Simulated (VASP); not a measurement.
Crystal: GaF.

```
CELL_PARAMETERS angstrom
3.16592 0.00000 0.00000
0.00000 3.16592 0.00000
0.00000 0.00000 3.16592
ATOMIC_POSITIONS crystal
Ga 0.00000 0.00000 0.00000
F 0.50000 0.50000 0.50000
```

Base run:

| Quantity | Value |
| --- | --- |
| Program | VASP 6.6.1 |
| Functional | revPBE |
| Potentials or basis | VASP PAW PBE potentials, release 64 (Ga_d, F) |
| Cutoff | 520 eV |
| k mesh | 5 × 5 × 5 |
| Occupations | fermi-dirac, width 0.05 eV |
| Spin | no spin polarisation |

Its results: band gap on the k mesh 2.34 eV, indirect (least direct gap 2.82 eV); pressure 1.8 GPa.

Problem. The run is repeated on the same cell with these changes: functional from revPBE to r2SCAN-based global hybrid. What comes out?

Solution. Band gap on the k mesh 3.27 eV, indirect (least direct gap 4.03 eV); pressure -2.0 GPa.

r2SCAN-based global hybrid gives the wider gap, since meta-GGAs in the generalised Kohn-Sham scheme recover part of the derivative discontinuity.

Caveats: the PAW data sets were made with another functional, which shifts forces and pressure a little.

A k mesh can miss the band edges.
